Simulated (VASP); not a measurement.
Wanted: the native input for a VASP 6.6.1 run.

* Task: single point
* Functional: PBEsol
* Potentials or basis: VASP PAW PBE potentials, release 64 (Al, Co)
* Cutoff: 520 eV
* k mesh: 12 × 12 × 12
* Occupations: gaussian, width 0.1 eV
* Spin: collinear spin, ferromagnetic start
* Starting moments: [0.0, 1.45, 1.45, 1.45] μB
* Dipole correction: no
* Further INCAR settings: ALGO = Fast; EDIFF = 1e-06; NBANDS = 27

The structure of AlCo3 lies in POSCAR:

```
AlCo3
1.0
    3.4572708959      0.0000000000      0.0000000000
    0.0000000000      3.4572708959      0.0000000000
    0.0000000000      0.0000000000      3.4572708959
Al Co
1 3
Direct
    0.0000000000      0.0000000000      0.0000000000
    0.5000000000      0.5000000000      0.0000000000
    0.5000000000      0.0000000000      0.5000000000
    0.0000000000      0.5000000000      0.5000000000
```

One way to write it, as run:

INCAR

```
ALGO = Fast
EDIFF = 1E-6
ENCUT = 520
GGA = PS
ISIF = 2
ISMEAR = 0
ISPIN = 2
LASPH = True
LCHARG = False
LMAXMIX = 4
LORBIT = 11
LREAL = False
LWAVE = False
MAGMOM = 0 1.45 1.45 1.45
NBANDS = 27
NELM = 150
PREC = Accurate
SIGMA = 0.1
```

KPOINTS

```
k-points
0
Gamma
  12 12 12
```

Potentials or basis: VASP PAW PBE potentials, release 64 (Al, Co).

Run with:

```bash
$ cat potpaw_PBE.64/Al/POTCAR potpaw_PBE.64/Co/POTCAR > POTCAR
$ mpirun -np 1 vasp_std > vasp.out
```

Results of the run:

- Pressure: 8.1 GPa
- Net moment: 1.63 μB per cell
- Site moments: Al -0.01; Co +0.55 μB
- Valence electrons inside the program's atomic spheres: Al 0.87; Co 8.51

Caveat: the cell stands under pressure; the PAW data sets were made with another functional, which shifts forces and pressure a little.

Wall time 11 min on 1 thread of Intel Xeon 8259CL, on a shared host, peak memory 0.27 GiB.
